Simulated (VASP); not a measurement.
# Rh (Fm-3m) in VASP: further runs

The runs below take Rh through single point, relaxation of cell and atoms, with LDA.

Program: VASP 6.6.1. These are calculated values, not measurements. Logs are shortened: lines on timing, memory, paths and dates and some standing lists are left out, and cuts for length are marked.

**1. The cell of the first run**

Symmetry: Fm-3m, No. 225, cubic system. Conventional cell: a = 3.754 Å, b = 3.754 Å, c = 3.754 Å, α = 90.00°, β = 90.00°, γ = 90.00°. Rh (site symmetry m-3m) has 12 Rh at 2.65 Å within 3.5 Å.

**2. Single point, LDA**

The input, INCAR:

```
  PREC = Accurate
  ENCUT = 520
  EDIFF = 1E-6
  ISMEAR = 1
  SIGMA = 0.1
  LREAL = False
  LASPH = True
  NELM = 60
  ALGO = Normal
  ISIF = 2
  LWAVE = False
  LCHARG = True
  GGA = CA
  LELF = True
  LVHAR = True
  NBANDS = 14
```

The input, KPOINTS:

```
regular mesh
0
Gamma
  9 9 9
```

The input, POSCAR:

```
Rh
1.0
    0.0000000000      1.8769120402      1.8769120402
    1.8769120402      0.0000000000      1.8769120402
    1.8769120402      1.8769120402      0.0000000000
Rh
1
Direct
    0.0000000000      0.0000000000      0.0000000000
```

Potentials or basis: VASP PAW LDA potentials, release 64 (Rh_pv).

Run with:

```sh
$ cat potpaw_LDA.64/Rh_pv/POTCAR > POTCAR
$ mpirun -np 1 vasp_std > vasp.out
```

OUTCAR:

```text
PREC = Accurate
   ENCUT = 520
   EDIFF = 1E-6
   ISMEAR = 1
   LREAL = False
   LASPH = True
   NELM = 60
   ISIF = 2
   GGA = CA

 ion  position               nearest neighbor table
   1  0.000  0.000  0.000-

  LATTYP: Found a face centered cubic cell.
 ALAT       =     3.7538240804

  Lattice vectors:

 A1 = (   0.0000000000,   1.8769120402,   1.8769120402)
 A2 = (   1.8769120402,   0.0000000000,   1.8769120402)
 A3 = (   1.8769120402,   1.8769120402,   0.0000000000)

Analysis of symmetry for initial positions (statically):
=====================================================================
 Subroutine PRICEL returns:
 Original cell was already a primitive cell.

 Routine SETGRP: Setting up the symmetry group for a
 face centered cubic supercell.

 Subroutine GETGRP returns: Found 48 space group operations
 (whereof 48 operations were pure point group operations)
 out of a pool of 48 trial point group operations.

The static configuration has the point symmetry O_h .

Analysis of symmetry for dynamics (positions and initial velocities):
=====================================================================
 Subroutine PRICEL returns:
 Original cell was already a primitive cell.

 Routine SETGRP: Setting up the symmetry group for a
 face centered cubic supercell.

 Subroutine GETGRP returns: Found 48 space group operations
 (whereof 48 operations were pure point group operations)
 out of a pool of 48 trial point group operations.

The dynamic configuration has the point symmetry O_h .

 Subroutine INISYM returns: Found 48 space group operations
 (whereof 48 operations are pure point group operations),
 and found     1 'primitive' translations

----------------------------------------------------------------------------------------

                                     Primitive cell

  volume of cell :      13.2240

  direct lattice vectors                    reciprocal lattice vectors
     0.000000000  1.876912040  1.876912040    -0.266395009  0.266395009  0.266395009
     1.876912040  0.000000000  1.876912040     0.266395009 -0.266395009  0.266395009
     1.876912040  1.876912040  0.000000000     0.266395009  0.266395009 -0.266395009

  length of vectors
     2.654354463  2.654354463  2.654354463     0.461409691  0.461409691  0.461409691

  position of ions in fractional coordinates (direct lattice)
     0.000000000  0.000000000  0.000000000

  ion indices of the primitive-cell ions
   primitive index   ion index
[... 69 lines left out ...]
   LSORBIT =      F    spin-orbit coupling
   LASPH  =      T    aspherical Exc in radial PAW
   ENCUT  =  520.0 eV  38.22 Ry    6.18 a.u.   4.94  4.94  4.94*2*pi/ulx,y,z
   NELM   =     60;   NELMIN=  2; NELMDL= -5     # of ELM steps
   EDIFF  = 0.1E-05   stopping-criterion for ELM
   LREAL  =      F    real-space projection
[... 7 lines left out ...]
   TEBEG  =    0.0;   TEEND  =   0.0 temperature during run
   PSTRESS=    0.0 pullay stress
   NELECT =      15.0000    total number of electrons
   NUPDOWN=      -1.0000    fix difference up-down
   EMIN   =  10.00;   EMAX   =-10.00  energy-range for DOS
   EFERMI =   0.00;   METHOD = LEGACY
   ISMEAR =     1;   SIGMA  =   0.10  broadening in eV -4-tet -1-fermi 0-gaus
   EFERMI_NEDOS =   21; number of points for ismear=-14 and -15
   IALGO  =     38    algorithm
   IMIX   =      4    mixing-type and parameters
     AMIX     =   0.40;   BMIX     =  1.00
     AMIX_MAG =   1.60;   BMIX_MAG =  1.00
  volume/ion in A,a.u.               =      13.22        89.24
  Fermi-wavevector in a.u.,A,eV,Ry     =   1.707332  3.226390 39.660749  2.914983
  Thomas-Fermi vector in A             =   2.786204
   LORBIT       =      0    0 simple, 1 ext, 2 COOP (PROOUT), +10 PAW based schemes
   GGA     = CA    functional components
   LHFCALC =     F    Hartree Fock is set to
   AEXX    =    0.0000 exact exchange contribution
   IVDW    =     0    specifies the selected vdW correction
   LEPSILON=     F    determine dielectric tensor
   LRPA    =     F    only Hartree local field effects (RPA)
 non-spin polarized calculation
 Methfessel and Paxton  Order N= 1 SIGMA  =   0.10
  energy-cutoff  :      520.00
  volume of cell :       13.22
 maximum number of plane-waves:       365
   NGX =  9   NGY =  9   NGZ =  9

 number of electron      15.0000002 magnetization

 Free energy of the ion-electron system (eV)
  ---------------------------------------------------
  ext. energy  EPLUGINS =         0.00000000
  ---------------------------------------------------
  free energy    TOTEN  =        -8.67798013 eV

  energy without entropy =       -8.67732775  energy(sigma->0) =       -8.67776267

 E-fermi :  12.3683     XC(G=0): -14.6034

 val. band max:       12.3656960790   @ k =  -0.3333   0.3333   0.0000
 cond. band min:      12.3974154482   @ k =  -0.4444   0.4444   0.1111
 fundamental gap:      0.0317193692
 Fermi energy:        12.3682634722

 k-point     1 :       0.0000    0.0000    0.0000
  band No.  band energies     occupation
      1     -33.8082      2.00000
      2     -33.8082      2.00000
      3     -33.8082      2.00000
      4       4.1277      2.00000
      5       9.1372      2.00000
      6       9.1372      2.00000
      7       9.1372      2.00000
      8      11.3792      2.00000
      9      11.3792      2.00000
     10      28.3689      0.00000
     11      32.6367      0.00000
     12      33.9791      0.00000
     13      33.9791      0.00000
     14      33.9791      0.00000
[... 377 lines left out ...]
      1     -34.5865      2.00000
      2     -34.1103      2.00000
      3     -34.1103      2.00000
      4       5.8055      2.00000
      5       6.1677      2.00000
      6      12.9716     -0.00000
      7      13.2877     -0.00000
      8      13.2877     -0.00000
      9      15.0426      0.00000
     10      25.9698      0.00000
     11      26.2730      0.00000
     12      26.2730      0.00000
     13      32.6320      0.00000
     14      35.9300      0.00000

 [... further k-points ...]
[... 5 lines left out ...]
  --------------------------------------------------------------------------------------
  -------------------------------------------------------------------------------------
  Total        0.0739785      0.0739785      0.0739785      0.0000000     -0.0000000      0.0000000
  in kB        8.9630231      8.9630231      8.9630231      0.0000000     -0.0000000      0.0000000
  external PRESSURE =       8.9630231 kB  Pullay stress =       0.0000000 kB

 VOLUME and BASIS-vectors are now :
 -----------------------------------------------------------------------------
  energy-cutoff  :      520.00
  volume of cell :       13.22
      direct lattice vectors                 reciprocal lattice vectors
     0.000000000  1.876912040  1.876912040    -0.266395009  0.266395009  0.266395009
     1.876912040  0.000000000  1.876912040     0.266395009 -0.266395009  0.266395009
     1.876912040  1.876912040  0.000000000     0.266395009  0.266395009 -0.266395009

 POSITION                                       TOTAL-FORCE (eV/Angst)
 -----------------------------------------------------------------------------------
      0.00000      0.00000      0.00000        -0.000000      0.000000     -0.000000
 -----------------------------------------------------------------------------------
    total drift:                                0.000000      0.000000      0.000000

  FREE ENERGIE OF THE ION-ELECTRON SYSTEM (eV)
  ---------------------------------------------------
  free  energy   TOTEN  =        -8.6779801276 eV

  energy  without entropy=       -8.6773277465  energy(sigma->0) =       -8.67776267
```

stdout:

```text
POSCAR found type information on POSCAR Rh
 POSCAR found :  1 types and       1 ions
 scaLAPACK will be used
 LDA part: xc-table for (Slater(with rela. corr.)+CA(PZ))
 , standard interpolation
 POSCAR, INCAR and KPOINTS ok, starting setup
 FFT: planning ... GRIDC
 FFT: planning ... GRID_SOFT
 FFT: planning ... GRID
 WAVECAR not read
 entering main loop
```

It took 3.9 s on 1 thread of Intel Xeon Platinum 8559C (Emerald Rapids), shared host; peak memory 0.12 GiB.

What came out:

| Item | Value |
| --- | --- |
| Free energy | -8.6780 eV |
| Pressure | 0.9 GPa |

Levels at points of the mesh, in eV from the Fermi level:
```
           k point  band 4  band 5  band 6  band 7  band 8  band 9  band 10  band 11  band 12  band 13
(0.00, 0.00, 0.00)   -8.24   -3.23   -3.23   -3.23   -0.99   -0.99    16.00    20.27    21.61    21.61
```

**3. Relaxation of cell and atoms, LDA**

This run uses another cell than the first one, of 13.67 Å³/atom, 1.034 times its volume.

The input, INCAR:

```
SYSTEM = Rh
PREC     = Accurate       ! precision mode
ENCUT    = 600            ! plane-wave cutoff, eV
EDIFF    = 1E-6           ! SCF threshold, eV
ISMEAR   = 1              ! smearing method
SIGMA    = 0.1            ! smearing width, eV
LREAL    = .FALSE.        ! projectors in reciprocal space
LASPH    = .TRUE.         ! aspherical terms in the spheres
NELM     = 60             ! most SCF steps
ALGO     = Normal         ! electronic algorithm
ISIF     = 3              ! what is computed and relaxed
LWAVE    = .FALSE.        ! write WAVECAR
LCHARG   = .FALSE.        ! write CHGCAR
IBRION   = 2              ! ionic algorithm
NSW      = 80             ! ionic steps
EDIFFG   = -0.02          ! ionic threshold
```

The input, KPOINTS:

```
regular mesh
0
G
  9 9 9
  0 0 0
```

The input, POSCAR:

```
Rh
1.0
    0.0000000000      1.8978500000      1.8978500000
    1.8978500000      0.0000000000      1.8978500000
    1.8978500000      1.8978500000      0.0000000000
Rh
1
Direct
    0.0000000000      0.0000000000      0.0000000000
```

Potentials or basis: VASP PAW LDA potentials, release 64 (Rh_pv).

Run with:

```sh
$ cat potpaw_LDA.64/Rh_pv/POTCAR > POTCAR
$ mpirun -np 1 vasp_std > vasp.out
```

It took 8.5 s on 1 thread of Intel Xeon Platinum 8559C (Emerald Rapids), shared host; peak memory 0.14 GiB.

It converged, with:

```
Free energy                            : -8.6786 eV
Relaxed volume                         : 13.26 Å³/atom
Relaxed cell                           : a = 2.657 Å, b = 2.657 Å, c = 2.657 Å, α = 60.00°, β = 60.00°, γ = 60.00°
Space group after relaxing (to 0.05 Å) : Fm-3m (No. 225)
Energy gained by relaxing              : 12.1 meV/atom
Ionic steps                            : 4
Pressure after relaxing                : -0.1 GPa
```

Step by step:
```tsv
step	energy change (eV)	largest force (eV/Å)	pressure (GPa)	volume (Å³)
1	0.0000	0.0000	-9.05	13.67
2	0.0873	0.0000	32.74	12.20
3	-0.0120	0.0000	-0.37	13.27
4	-0.0121	0.0000	-0.06	13.26
```

Final structure:
```cif
data_structure
_symmetry_space_group_name_H-M 'P 1'
_symmetry_Int_Tables_number 1
_cell_length_a 2.6566
_cell_length_b 2.6566
_cell_length_c 2.6566
_cell_angle_alpha 60.000
_cell_angle_beta 60.000
_cell_angle_gamma 60.000
_cell_volume 13.26
loop_
_atom_site_label
_atom_site_type_symbol
_atom_site_fract_x
_atom_site_fract_y
_atom_site_fract_z
_atom_site_occupancy
Rh1 Rh 0.00000 0.00000 0.00000 1
```

Levels at points of the mesh, in eV from the Fermi level:
```csv
k point,band 4,band 5,band 6,band 7,band 8,band 9,band 10,band 11
"(0.00, 0.00, 0.00)",-8.22,-3.22,-3.22,-3.22,-0.99,-0.99,16.00,20.28
```

LDA usually gives volumes a few per cent too small. Zero-point motion and thermal expansion aren't in these numbers.
